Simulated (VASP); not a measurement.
Input of a VASP 6.6.1 run:

POSCAR

```
Si2Sn
1.0
    4.1203344670      0.0000000000      0.0000000000
   -2.0601672335      3.5683143205      0.0000000000
    0.0000000000      0.0000000000     10.1019424459
Si Sn
4 2
Direct
    0.0000000000      0.0000000000     -0.0157823160
    0.6666666667      0.3333333333      0.6829176957
    0.3333333333      0.6666666667      0.3344160146
    0.6666666667      0.3333333333      0.9151939851
    0.3333333333      0.6666666667      0.5907905602
    0.0000000000      0.0000000000      0.2424640604
```

INCAR.step1

```
SYSTEM = Si2Sn
ALGO = Normal
EDIFF = 1E-5
ENCUT = 550
GGA = PE
GGA_COMPAT = .False.
ISMEAR = -1
LASPH = .True.
LCHARG = .False.
LREAL = .False.
LWAVE = .True.
NBANDS = 31
NELM = 120
PREC = Accurate
SIGMA = 0.02
```

The input INCAR.step2:

```
SYSTEM = Si2Sn
ALGO = Normal
EDIFF = 1E-6
ENCUT = 550
GGA_COMPAT = .False.
ISIF = 2
ISMEAR = -1
ISTART = 1
LASPH = .True.
LCHARG = .True.
LELF = .True.
LMIXTAU = .True.
LREAL = .False.
LVHAR = .True.
LWAVE = .False.
METAGGA = R2SCAN
NBANDS = 31
NELM = 120
PREC = Accurate
SIGMA = 0.02
```

KPOINTS

```
k-points
0
Gamma
  6 6 2
  0 0 0
```

Potentials or basis: VASP PAW PBE potentials, release 64 (Si, Sn_d).

Command:

```bash
$ cat potpaw_PBE.64/Si/POTCAR potpaw_PBE.64/Sn_d/POTCAR > POTCAR
$ cp INCAR.step1 INCAR
$ mpirun -np 1 vasp_std > vasp.out
$ cp INCAR.step2 INCAR
$ mpirun -np 1 vasp_std > vasp.out
```

Task: What does it give for the pressure?

Result: -0.1 GPa.

Task: What does it give for the largest force?

Result: 0.010 eV/Å.

Forces in eV/Å, atoms in the order of the input:
```
Si   0.000  0.000  0.000
Si   0.000  0.000  0.004
Si   0.000  0.000 -0.003
Si   0.000  0.000 -0.010
Sn   0.000  0.000  0.003
Sn   0.000  0.000  0.005
```

Caveat: the PAW data sets were made with another functional, which shifts forces and pressure a little.
